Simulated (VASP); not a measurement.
Wanted: the native input for a VASP 6.6.1 run.

- Task: single point
- Functional: r2SCAN
- Potentials or basis: VASP PAW PBE potentials, release 64 (Sn_d, Te)
- Cutoff: 520 eV
- k mesh: 8 × 8 × 8
- Occupations: fermi-dirac, width 0.02 eV
- Spin: no spin polarisation
- Dipole correction: no
- Further INCAR settings: ALGO = Normal; EDIFF = 1e-07; NBANDS = 17

Crystal: SnTe.

```
CELL_PARAMETERS angstrom
0.00000 3.18933 3.18933
3.18933 0.00000 3.18933
3.18933 3.18933 0.00000
ATOMIC_POSITIONS crystal
Sn 0.00000 0.00000 0.00000
Te 0.50000 0.50000 0.50000
```

These files were run (other wordings do the same):

POSCAR

```
SnTe
1.0
    0.0000000000      3.1893303349      3.1893303349
    3.1893303349      0.0000000000      3.1893303349
    3.1893303349      3.1893303349      0.0000000000
Sn Te
1 1
Direct
    0.0000000000      0.0000000000      0.0000000000
    0.5000000000      0.5000000000      0.5000000000
```

INCAR.step1

```
SYSTEM = SnTe
PREC = Accurate
ENCUT = 520
ISMEAR = -1
SIGMA = 0.02
LREAL = .False.
LASPH = .True.
NELM = 60
NBANDS = 17
GGA = PE
ALGO = Normal
EDIFF = 1E-4
LWAVE = .True.
LCHARG = .False.
```

INCAR.step2

```
SYSTEM = SnTe
PREC = Accurate
ENCUT = 520
EDIFF = 1E-7
ISMEAR = -1
SIGMA = 0.02
LREAL = .False.
LASPH = .True.
NELM = 60
ALGO = Normal
ISIF = 2
LWAVE = .False.
LCHARG = .False.
METAGGA = R2SCAN
LMIXTAU = .True.
NBANDS = 17
ISTART = 1
```

KPOINTS

```
Automatic mesh
0
Gamma
  8 8 8
  0 0 0
```

Potentials or basis: VASP PAW PBE potentials, release 64 (Sn_d, Te).

Run with:

```console
$ cat potpaw_PBE.64/Sn_d/POTCAR potpaw_PBE.64/Te/POTCAR > POTCAR
$ cp INCAR.step1 INCAR
$ mpirun -np 1 vasp_std > vasp.out
$ cp INCAR.step2 INCAR
$ mpirun -np 1 vasp_std > vasp.out
```

It gave:

```json
{"Pressure": "-0.1 GPa", "Band gap on the k mesh": "0.14 eV"}
```

Caveat: semilocal functionals underestimate gaps, and a narrow one can read as zero; the PAW data sets were made with another functional, which shifts forces and pressure a little; spin-orbit coupling is left out, which moves the levels of the heavy elements.

It took 110 s on 1 thread of Intel(R) Xeon(R) Platinum 8375C CPU @ 2.90GHz (Ice Lake), with other jobs on the host, peak memory 0.22 GiB.
